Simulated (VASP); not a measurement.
## Zr3S2: relaxation of cell and atoms with PBE

Zr3S2:

```
Zr S
1.0
     4.98571    0.00000    0.00000
    -2.49286    4.31775    0.00000
     0.00000    0.00000    4.87611
Zr S
3 2
Direct
  0.33333 0.66667 0.50000
  0.66667 0.33333 0.50000
  0.00000 0.00000 0.00000
  0.33333 0.66667 0.00000
  0.66667 0.33333 0.00000
```

The cell was built from a structure type or drawn by symmetry, and may not be a known phase.

```yaml
Program: VASP 6.6.1
Task: relaxation of cell and atoms
Functional: PBE
Potentials_or_basis: VASP PAW PBE potentials, release 64 (Zr_sv, S)
Cutoff: 600 eV
k_mesh: 6 × 6 × 4
Occupations: gaussian, width 0.1 eV
Spin: no spin polarisation
Dipole_correction: no
Further_INCAR_settings: ALGO = Normal; EDIFF = 1e-06; IBRION = 2; EDIFFG = -0.04; NSW = 90; ISIF = 3
```

```json
{"Relaxed volume": "20.95 Å³/atom", "Relaxed cell": "a = 4.984 Å, b = 4.984 Å, c = 4.870 Å, α = 90.00°, β = 90.00°, γ = 120.00°", "Space group after relaxing (to 0.1 Å)": "P6/mmm (No. 191)", "Energy gained by relaxing": "0.0 meV/atom", "Ionic steps": "3", "Pressure after relaxing": "0.0 GPa", "Band gap on the k mesh": "zero (bands 24 and 25 overlap by 1.29 eV)"}
```

Stress tensor (GPa, compression positive):
```
-0.04  0.00  0.00
 0.00 -0.04  0.00
 0.00  0.00  0.04
```

The path:
```csv
step,energy change (eV),largest force (eV/Å),pressure (GPa),volume (Å³)
1,0.0000,0.0000,-0.26,104.97
2,0.0003,0.0000,0.33,104.46
3,-0.0002,0.0000,-0.01,104.76
```

Final structure:
```
CELL_PARAMETERS angstrom
4.98382 0.00000 0.00000
-2.49191 4.31612 0.00000
0.00000 0.00000 4.87030
ATOMIC_POSITIONS crystal
Zr 0.33333 0.66667 0.50000
Zr 0.66667 0.33333 0.50000
Zr 0.00000 0.00000 0.00000
S 0.33333 0.66667 0.00000
S 0.66667 0.33333 0.00000
```

Levels at points of the mesh, in eV from the Fermi level:
| k point | band 22 | band 23 | band 24 | band 25 | band 26 | band 27 |
| --- | --- | --- | --- | --- | --- | --- |
| (0.00, 0.00, 0.00) | -0.54 | -0.54 | 0.02 | 0.02 | 1.11 | 1.11 |
| (0.50, 0.00, 0.00) | -1.68 | -0.26 | -0.26 | -0.24 | -0.10 | 1.32 |
| (0.00, 0.00, 0.50) | -0.79 | -0.79 | 1.05 | 1.05 | 1.31 | 1.83 |
| (0.50, 0.00, 0.50) | -1.09 | -0.62 | 0.15 | 0.37 | 0.71 | 1.23 |

Wall time 90 s on 1 thread of AMD EPYC 9R45 96-Core Processor (Zen 5), on a shared host, peak memory 0.25 GiB.
